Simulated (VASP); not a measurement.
TaN: single point with PBEsol

TaN:

```
Ta N
1.0
     2.93800    0.00000    0.00000
    -1.46900    2.62071    0.00000
     0.00000    0.00000    2.88300
Ta N
1 1
Cartesian
  0.0000 1.7471 1.4415
  0.0000 0.0000 0.0000
```

This cell differs from its parent crystal: strain +0.0300 x Voigt [0, 1, 0, 0, 0, 0].

```yaml
Program: VASP 6.6.1
Task: single point
Functional: PBEsol
Potentials_or_basis: VASP PAW PBE potentials, release 64 (Ta_pv, N)
Cutoff: 520 eV
k_mesh: 18 × 18 × 16
Occupations: gaussian, width 0.15 eV
Spin: no spin polarisation
```

```json
{
 "Pressure": "-13.1 GPa",
 "Largest force": "0.020 eV/Å",
 "Band gap on the k mesh": "zero (band 8 reaches 7.88 eV, above the bottom of band 9 at 7.76 eV)"
}
```

Forces on the atoms (eV/Å):
```
Ta   0.000 -0.020  0.000
N    0.000  0.020  0.000
```

Stress tensor (GPa, compression positive):
```
 -9.46   0.00   0.00
  0.00 -21.83   0.00
  0.00   0.00  -8.07
```

Levels at points of the mesh, in eV from the Fermi level:
| k point | band 5 | band 6 | band 7 | band 8 | band 9 | band 10 | band 11 | band 12 |
| --- | --- | --- | --- | --- | --- | --- | --- | --- |
| (0.00, 0.00, 0.00) | -4.71 | -4.34 | -4.01 | -2.76 | 1.90 | 3.39 | 3.76 | 3.81 |
| (0.50, 0.00, 0.00) | -8.12 | -4.90 | -3.33 | -3.22 | 2.88 | 3.71 | 5.06 | 5.12 |
| (0.00, 0.50, 0.00) | -8.19 | -4.89 | -3.39 | -3.02 | 3.12 | 3.80 | 4.97 | 5.20 |
| (0.00, 0.00, 0.50) | -9.16 | -3.79 | -3.67 | -0.34 | 0.24 | 2.58 | 2.98 | 3.30 |
| (0.50, 0.00, 0.50) | -7.16 | -6.05 | -5.69 | -0.23 | 3.93 | 5.06 | 6.02 | 6.81 |
| (0.00, 0.50, 0.50) | -7.14 | -6.02 | -5.40 | -0.50 | 4.01 | 4.99 | 5.86 | 6.78 |

It took 120 s on 1 thread of Intel(R) Xeon(R) Platinum 8259CL CPU @ 2.50GHz (Skylake/Cascade Lake) (shared host), peak memory 0.38 GiB.

Caveat: the cell differs from its parent crystal (strain +0.0300 x Voigt [0, 1, 0, 0, 0, 0]); the PAW data sets were made with another functional, which shifts forces and pressure a little; spin-orbit coupling is left out, which moves the levels of the heavy elements.
